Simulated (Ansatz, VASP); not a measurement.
# CoO in VASP and in Ansatz

Contents of INCAR:

```
SYSTEM = CoO
PREC = Accurate
ENCUT = 700
EDIFF = 1E-6
ISMEAR = -1
SIGMA = 0.05
LREAL = .False.
LASPH = .True.
NELM = 200
ALGO = Normal
ISIF = 2
LWAVE = .False.
LCHARG = .False.
ISPIN = 2
MAGMOM = 1.5 0
LORBIT = 11
NUPDOWN = 1.5
LMAXMIX = 4
GGA = PE
NBANDS = 22
GGA_COMPAT = .False.
```

File KPOINTS:

```
regular mesh
0
Gamma
  9 9 9
  0 0 0
```

POSCAR

```
CoO
1.0
    0.0000000000      2.1315000000      2.1315000000
    2.1315000000      0.0000000000      2.1315000000
    2.1315000000      2.1315000000      0.0000000000
Co O
1 1
Direct
    0.0000000000      0.0000000000      0.0000000000
    0.5000000000      0.5000000000      0.5000000000
```

input.yaml

```yaml
crystal:
  lattice:
    - [0.0, 2.1315, 2.1315]
    - [2.1315, 0.0, 2.1315]
    - [2.1315, 2.1315, 0.0]
  atoms:
    - { symbol: Co, position: [0.0, 0.0, 0.0], spin: 1.5 }
    - { symbol: O, position: [0.5, 0.5, 0.5] }
hamiltonian:
  xc: pbe
  pseudopotentials: { kind: paw }
magnetization:
  spin_polarized: true
  initial_magnetization: 1.5
  spin_locking: { lock_magnetization: hard }
kpoints:
  mp_grid: { grid: [9, 9, 9] }
scf:
  occupations: { method: fermi_dirac, width: 0.05 }
  lower_state_search: "off"
output:
  forces: true
  stress: true
  eigenvalues: true
```

Alike in both runs: task single point; functional PBE; k mesh 9 × 9 × 9; occupations fermi-dirac, width 0.05 eV; collinear spin; fixed moment 1.5 μB.

|  | VASP | Ansatz |
| --- | --- | --- |
| version | VASP 6.6.1 | Ansatz 0.2.0 |
| potentials or method | VASP PAW PBE potentials, release 64 (Co_sv, O) | Ansatz PAW |
| plane-wave cutoff (eV) | 700 | 420 |
| valence electrons in the cell | 23 | 23 |

```tsv
	VASP	Ansatz	Ansatz less VASP
pressure (GPa)	-13.5	-12.5	+0.95
net moment per atom (μB)	0.75	0.75	0.000
size of the moment on the site where the two differ most (μB)	1.43	1.41	-0.024
```

Site moments also hang on the region over which each program counts them. The functional is the same, so the differences come from potentials, cutoffs and numerics.
